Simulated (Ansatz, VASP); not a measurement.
One calculation of Si, two programs

INCAR

```
ALGO = Normal
EDIFF = 1E-6
ENCUT = 500
GGA = RP
GGA_COMPAT = False
ISIF = 2
ISMEAR = 0
LASPH = True
LCHARG = False
LREAL = False
LWAVE = False
NBANDS = 11
NELM = 120
PREC = Accurate
SIGMA = 0.01
```

KPOINTS

```
k-points
0
Gamma
  8 8 8
```

POSCAR

```
Si
1.0
    0.0000000000      2.7135600000      2.7135600000
    2.7135600000      0.0000000000      2.7135600000
    2.7135600000      2.7135600000      0.0000000000
Si
2
Direct
    0.7500000000      0.7500000000      0.7500000000
    0.5000000000      0.5000000000      0.5000000000
```

Input for Ansatz:

```yaml
crystal:
  lattice:
    - [0.0, 2.71356, 2.71356]
    - [2.71356, 0.0, 2.71356]
    - [2.71356, 2.71356, 0.0]
  atoms:
    - { symbol: Si, position: [0.7499999999999999, 0.7499999999999999, 0.7499999999999999] }
    - { symbol: Si, position: [0.5, 0.5, 0.5] }
kpoints:
  mp_grid:
    grid: [8, 8, 8]
hamiltonian:
  xc: rpbe
scf:
  occupations:
    method: fixed
output:
  stress: true
  eigenvalues: true
```

Alike in both runs: task single point; functional RPBE; k mesh 8 × 8 × 8; no spin polarisation.

```csv
,VASP,Ansatz
version,VASP 6.6.1,Ansatz 0.2.0
potentials or method,"VASP PAW PBE potentials, release 64 (Si)","plane waves, PAW"
plane-wave cutoff (eV),500,420
occupations,"gaussian, width 0.01 eV",fixed
valence electrons in the cell,8,8
```

|  | VASP | Ansatz | Ansatz less VASP |
| --- | --- | --- | --- |
| gap on the k mesh at the Fermi level (eV) | 0.67 | 0.67 | +0.001 |
| pressure (GPa) | 3.6 | 3.8 | +0.25 |

VASP's potentials were made for PBE, not for RPBE.
